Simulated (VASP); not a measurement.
# Be4Pd (Pm-3m) in VASP: further runs

Be4Pd is run at these levels: PBE; tasks: relaxation of cell and atoms, single point.

Everything below comes from runs of VASP 6.6.1. Logs are shortened: lines on timing, memory, paths and dates and some standing lists are left out, and cuts for length are marked.

### Step 1. The cell of the first run

Symmetry: Pm-3m, No. 221, cubic system. The conventional cell has a = 3.683 Å, b = 3.683 Å, c = 3.683 Å, α = 90.00°, β = 90.00°, γ = 90.00°. Within 2.4 Å of Be (site symmetry 4/mmm) lie 2 Be at 1.84 Å. Be (site symmetry m-3m) has 6 Be at 1.84 Å within 2.4 Å. Within 3.4 Å of Pd (site symmetry m-3m) lie 20 Be at 2.60 to 3.19 Å.

The cell was generated, and may not be a known phase.

### Step 2. Relaxation of cell and atoms, PBE

INCAR reads:

```
PREC = Accurate
ENCUT = 600
EDIFF = 1E-7
ISMEAR = 0
SIGMA = 0.1
LREAL = F
LASPH = T
NELM = 100
ALGO = Normal
ISIF = 3
LWAVE = F
LCHARG = F
GGA = PE
IBRION = 2
NSW = 90
EDIFFG = -0.04
```

KPOINTS reads:

```
regular mesh
0
Gamma
  6 6 6
```

POSCAR reads:

```
Be4Pd
1.0
    3.6825773700      0.0000000000      0.0000000000
    0.0000000000      3.6825773700      0.0000000000
    0.0000000000      0.0000000000      3.6825773700
Be Pd
4 1
Direct
    0.0000000000      0.5000000000      0.5000000000
    0.5000000000      0.0000000000      0.5000000000
    0.5000000000      0.5000000000      0.0000000000
    0.5000000000      0.5000000000      0.5000000000
    0.0000000000      0.0000000000      0.0000000000
```

Potentials or basis: VASP PAW PBE potentials, release 64 (Be, Pd).

Started as:

```console
$ cat potpaw_PBE.64/Be/POTCAR potpaw_PBE.64/Pd/POTCAR > POTCAR
$ mpirun -np 1 vasp_std > vasp.out
```

OUTCAR:

```text
PREC = Accurate
   ENCUT = 600
   EDIFF = 1E-7
   ISMEAR = 0
   LREAL = F
   LASPH = T
   NELM = 100
   ISIF = 3
   GGA = PE
   IBRION = 2
   NSW = 90
   EDIFFG = -0.04

 ion  position               nearest neighbor table
   1  0.000  0.500  0.500-   4 1.84   4 1.84   5 2.60   5 2.60   5 2.60   5 2.60
   2  0.500  0.000  0.500-   4 1.84   4 1.84   5 2.60   5 2.60   5 2.60   5 2.60
   3  0.500  0.500  0.000-   4 1.84   4 1.84   5 2.60   5 2.60   5 2.60   5 2.60
   4  0.500  0.500  0.500-   1 1.84   2 1.84   3 1.84   3 1.84   2 1.84   1 1.84
   5  0.000  0.000  0.000-   1 2.60   2 2.60   3 2.60   1 2.60   2 2.60   1 2.60   3 2.60   1 2.60
                             2 2.60   3 2.60   2 2.60   3 2.60

  LATTYP: Found a simple cubic cell.
 ALAT       =     3.6825773700

  Lattice vectors:

 A1 = (   3.6825773700,   0.0000000000,   0.0000000000)
 A2 = (   0.0000000000,   3.6825773700,   0.0000000000)
 A3 = (   0.0000000000,   0.0000000000,   3.6825773700)

Analysis of symmetry for initial positions (statically):
=====================================================================
 Subroutine PRICEL returns:
 Original cell was already a primitive cell.

 Routine SETGRP: Setting up the symmetry group for a
 simple cubic supercell.

 Subroutine GETGRP returns: Found 48 space group operations
 (whereof 48 operations were pure point group operations)
 out of a pool of 48 trial point group operations.

The static configuration has the point symmetry O_h .

Analysis of symmetry for dynamics (positions and initial velocities):
=====================================================================
 Subroutine PRICEL returns:
 Original cell was already a primitive cell.

 Routine SETGRP: Setting up the symmetry group for a
 simple cubic supercell.

 Subroutine GETGRP returns: Found 48 space group operations
 (whereof 48 operations were pure point group operations)
 out of a pool of 48 trial point group operations.

The dynamic configuration has the point symmetry O_h .

 Subroutine INISYM returns: Found 48 space group operations
 (whereof 48 operations are pure point group operations),
 and found     1 'primitive' translations

----------------------------------------------------------------------------------------

                                     Primitive cell

  volume of cell :      49.9408

  direct lattice vectors                    reciprocal lattice vectors
     3.682577370  0.000000000  0.000000000     0.271548945  0.000000000  0.000000000
     0.000000000  3.682577370  0.000000000     0.000000000  0.271548945  0.000000000
     0.000000000  0.000000000  3.682577370     0.000000000  0.000000000  0.271548945

  length of vectors
     3.682577370  3.682577370  3.682577370     0.271548945  0.271548945  0.271548945

  position of ions in fractional coordinates (direct lattice)
     0.000000000  0.500000000  0.500000000
     0.500000000  0.000000000  0.500000000
     0.500000000  0.500000000  0.000000000
     0.500000000  0.500000000  0.500000000
     0.000000000  0.000000000  0.000000000

  ion indices of the primitive-cell ions
   primitive index   ion index
                 1           1
                 2           2
                 3           3
                 4           4
                 5           5

----------------------------------------------------------------------------------------

 KPOINTS: regular mesh

Automatic generation of k-mesh.
 Grid dimensions read from file:
 generate k-points for:    6    6    6

 Generating k-lattice:
[... 75 lines left out ...]
   IMIX   =      4    mixing-type and parameters
     AMIX     =   0.40;   BMIX     =  1.00
     AMIX_MAG =   1.60;   BMIX_MAG =  1.00
  volume/ion in A,a.u.               =       9.99        67.40
  Fermi-wavevector in a.u.,A,eV,Ry     =   1.165057  2.201638 18.467970  1.357357
  Thomas-Fermi vector in A             =   2.301587
   LORBIT       =      0    0 simple, 1 ext, 2 COOP (PROOUT), +10 PAW based schemes
   GGA     = PE    functional components
   LHFCALC =     F    Hartree Fock is set to
   AEXX    =    0.0000 exact exchange contribution
   IVDW    =     0    specifies the selected vdW correction
   LEPSILON=     F    determine dielectric tensor
   LRPA    =     F    only Hartree local field effects (RPA)
 conjugate gradient relaxation of ions
 non-spin polarized calculation
 Gauss-broadening in eV      SIGMA  =   0.10
  energy-cutoff  :      600.00
  volume of cell :       49.94
 maximum number of plane-waves:      1743
 NGX is ok and might be reduce to    30
   NGX = 15   NGY = 15   NGZ = 15

--------------------------------------- Ionic step        1  -------------------------------------------

 number of electron      18.0000003 magnetization

 Free energy of the ion-electron system (eV)
  ---------------------------------------------------
  ext. energy  EPLUGINS =         0.00000000
  ---------------------------------------------------
  free energy    TOTEN  =       -18.35077679 eV

  energy without entropy =      -18.34245393  energy(sigma->0) =      -18.34661536

------------------------ aborting loop because EDIFF is reached ----------------------------------------

  FORCE on cell =-STRESS in cart. coord.  units (eV):
  Direction    XX          YY          ZZ          XY          YZ          ZX
  --------------------------------------------------------------------------------------
  -------------------------------------------------------------------------------------
  Total        1.5928679      1.5928679      1.5928679     -0.0000000     -0.0000000      0.0000000
  in kB       51.1016225     51.1016225     51.1016225     -0.0000000     -0.0000000      0.0000000
  external PRESSURE =      51.1016225 kB  Pullay stress =       0.0000000 kB

 VOLUME and BASIS-vectors are now :
 -----------------------------------------------------------------------------
  energy-cutoff  :      600.00
  volume of cell :       49.94
      direct lattice vectors                 reciprocal lattice vectors
     3.682577370  0.000000000  0.000000000     0.271548945  0.000000000  0.000000000
     0.000000000  3.682577370  0.000000000     0.000000000  0.271548945  0.000000000
     0.000000000  0.000000000  3.682577370     0.000000000  0.000000000  0.271548945

 POSITION                                       TOTAL-FORCE (eV/Angst)
 -----------------------------------------------------------------------------------
      0.00000      1.84129      1.84129         0.000000      0.000000      0.000000
      1.84129      0.00000      1.84129         0.000000      0.000000      0.000000
      1.84129      1.84129      0.00000         0.000000      0.000000      0.000000
      1.84129      1.84129      1.84129         0.000000      0.000000      0.000000
      0.00000      0.00000      0.00000         0.000000      0.000000      0.000000
 -----------------------------------------------------------------------------------
    total drift:                                0.000000     -0.000000     -0.000000

  FREE ENERGIE OF THE ION-ELECTRON SYSTEM (eV)
  ---------------------------------------------------
  free  energy   TOTEN  =       -18.3507767938 eV

  energy  without entropy=      -18.3424539261  energy(sigma->0) =      -18.34661536

--------------------------------------- Ionic step        2  -------------------------------------------

 number of electron      18.0000001 magnetization

 Free energy of the ion-electron system (eV)
  ---------------------------------------------------
  ext. energy  EPLUGINS =         0.00000000
  ---------------------------------------------------
  free energy    TOTEN  =       -18.38637148 eV

  energy without entropy =      -18.37698348  energy(sigma->0) =      -18.38167748

 E-fermi :   6.4083     XC(G=0): -10.8648

 val. band max:        6.3669321008   @ k =   0.5000   0.5000   0.1667
 cond. band min:       6.4101142489   @ k =   0.5000   0.1667   0.0000
 fundamental gap:      0.0431821481
 Fermi energy:         6.4083155594

 k-point     1 :       0.0000    0.0000    0.0000
  band No.  band energies     occupation
      1      -2.7776      2.00000
      2       2.6293      2.00000
      3       2.6293      2.00000
      4       3.7638      2.00000
      5       3.7638      2.00000
      6       3.7638      2.00000
      7       3.7722      2.00000
      8       3.7722      2.00000
      9       3.7722      2.00000
     10       9.6307      0.00000
     11      11.3581      0.00000
     12      11.3581      0.00000
     13      13.0676      0.00000
[... 290 lines left out ...]
  band No.  band energies     occupation
      1       1.4288      2.00000
      2       1.5543      2.00000
      3       1.5543      2.00000
      4       1.5543      2.00000
      5       4.2133      2.00000
      6       4.2133      2.00000
      7       4.2900      2.00000
      8       4.2900      2.00000
      9       4.2900      2.00000
     10       6.7971      0.00000
     11       6.7971      0.00000
     12       6.7971      0.00000
     13       8.4383      0.00000

------------------------ aborting loop because EDIFF is reached ----------------------------------------

  FORCE on cell =-STRESS in cart. coord.  units (eV):
  Direction    XX          YY          ZZ          XY          YZ          ZX
  --------------------------------------------------------------------------------------
  -------------------------------------------------------------------------------------
  Total       -0.0100528     -0.0100528     -0.0100528      0.0000000     -0.0000000     -0.0000000
  in kB       -0.3080859     -0.3080859     -0.3080859      0.0000000     -0.0000000     -0.0000000
  external PRESSURE =      -0.3080859 kB  Pullay stress =       0.0000000 kB

 VOLUME and BASIS-vectors are now :
 -----------------------------------------------------------------------------
  energy-cutoff  :      600.00
  volume of cell :       52.28
      direct lattice vectors                 reciprocal lattice vectors
     3.739174292  0.000000000  0.000000000     0.267438724  0.000000000 -0.000000000
    -0.000000000  3.739174292  0.000000000    -0.000000000  0.267438724  0.000000000
     0.000000000 -0.000000000  3.739174292    -0.000000000 -0.000000000  0.267438724

 POSITION                                       TOTAL-FORCE (eV/Angst)
 -----------------------------------------------------------------------------------
     -0.00000      1.86959      1.86959         0.000000     -0.000000      0.000000
      1.86959     -0.00000      1.86959        -0.000000      0.000000      0.000000
      1.86959      1.86959      0.00000        -0.000000     -0.000000      0.000000
      1.86959      1.86959      1.86959         0.000000     -0.000000      0.000000
      0.00000      0.00000      0.00000        -0.000000     -0.000000      0.000000
 -----------------------------------------------------------------------------------
    total drift:                                0.000000     -0.000000     -0.000000

  FREE ENERGIE OF THE ION-ELECTRON SYSTEM (eV)
  ---------------------------------------------------
  free  energy   TOTEN  =       -18.3863714839 eV

  energy  without entropy=      -18.3769834809  energy(sigma->0) =      -18.38167748

 reached required accuracy - stopping structural energy minimisation
```

Wall time 23 s (1 thread of Intel Xeon Platinum 8488C (Sapphire Rapids), shared host); peak memory 0.18 GiB.

Results:

| Item | Value |
| --- | --- |
| Free energy | -18.3864 eV |
| Relaxed volume | 10.46 Å³/atom |
| Relaxed cell | a = 3.739 Å, b = 3.739 Å, c = 3.739 Å, α = 90.00°, β = 90.00°, γ = 90.00° |
| Space group after relaxing (to 0.1 Å) | Pm-3m (No. 221) |
| Energy gained by relaxing | 7.1 meV/atom |
| Ionic steps | 2 |
| Pressure after relaxing | 0.0 GPa |
| Band gap on the k mesh | zero (bands 9 and 10 overlap by 0.59 eV) |

The path:
```csv
step,energy change (eV),largest force (eV/Å),pressure (GPa),volume (Å³)
1,0.0000,0.0000,5.11,49.94
2,-0.0356,0.0000,-0.03,52.28
```

Final structure:
```xyz
5
Lattice="3.7392 0.0000 0.0000 0.0000 3.7392 0.0000 0.0000 0.0000 3.7392" Properties=species:S:1:pos:R:3 pbc="T T T"
Be    0.0000    1.8696    1.8696
Be    1.8696    0.0000    1.8696
Be    1.8696    1.8696    0.0000
Be    1.8696    1.8696    1.8696
Pd    0.0000    0.0000    0.0000
```

### Step 3. Single point, PBE, collinear spin

This run uses another cell than the first one, of 10.44 Å³/atom.

INCAR reads:

```
PREC = Accurate
ENCUT = 520
EDIFF = 1E-6
ISMEAR = 0
SIGMA = 0.1
LREAL = False
LASPH = True
NELM = 150
ALGO = Normal
ISIF = 2
LWAVE = False
LCHARG = False
ISPIN = 2
MAGMOM = 0 0 0 0 1
LORBIT = 11
LMAXMIX = 4
GGA = PE
NBANDS = 21
```

KPOINTS reads:

```
Automatic mesh
0
Gamma
  6 6 6
```

POSCAR: that of step 2 with these lines changed.

```diff
@@ -2,5 +2,5 @@
 1.0
-    3.6825773700      0.0000000000      0.0000000000
-    0.0000000000      3.6825773700      0.0000000000
-    0.0000000000      0.0000000000      3.6825773700
+    3.7369575507      0.0000000000      0.0000000000
+    0.0000000000      3.7369575507      0.0000000000
+    0.0000000000      0.0000000000      3.7369575507
 Be Pd
```

Potentials or basis: VASP PAW PBE potentials, release 64 (Be, Pd).

Started as:

```console
$ cat potpaw_PBE.64/Be/POTCAR potpaw_PBE.64/Pd/POTCAR > POTCAR
$ mpirun -np 1 vasp_std > vasp.out
```

It took 28 s on 1 thread of Intel Xeon Platinum 8488C (Sapphire Rapids), shared host; peak memory 0.18 GiB.

Results (log left out):

```yaml
Free_energy: -18.3869 eV
Pressure: 0.2 GPa
Band_gap_on_the_k_mesh: zero (filled and empty bands overlap)
Net_moment: 0.00 μB per cell
Valence_electrons_inside_the_program's_atomic_spheres: Be 1.03, 1.61 (each value once); Pd 9.34
```

Levels at points of the mesh, in eV from the Fermi level:
Spin up:
```csv
k point,band 7,band 8,band 9,band 10,band 11,band 12
"(0.00, 0.00, 0.00)",-2.64,-2.64,-2.64,3.23,4.96,4.96
"(0.50, 0.00, 0.00)",-2.18,0.11,0.11,2.55,2.55,3.45
"(0.50, 0.50, 0.00)",-2.26,-1.60,-1.33,-0.45,5.30,5.30
"(0.50, 0.50, 0.50)",-2.12,-2.12,-2.12,0.39,0.39,0.39
```
Spin down:
```csv
k point,band 5,band 6,band 7,band 8,band 9,band 10,band 11,band 12,band 13,band 14
"(0.00, 0.00, 0.00)",-2.65,-2.65,-2.64,-2.64,-2.64,3.23,4.96,4.96,6.66,6.66
"(0.50, 0.00, 0.00)",-3.73,-2.59,-2.18,0.11,0.11,2.55,2.55,3.45,4.76,5.15
"(0.50, 0.50, 0.00)",-3.30,-3.30,-2.26,-1.60,-1.33,-0.45,5.30,5.30,5.68,5.68
"(0.50, 0.50, 0.50)",-2.20,-2.20,-2.12,-2.12,-2.12,0.39,0.39,0.39,2.03,9.68
```

(Continued in part 2 of 2.)

The gap in the log of VASP goes by the Fermi energy; the results here count the filled bands.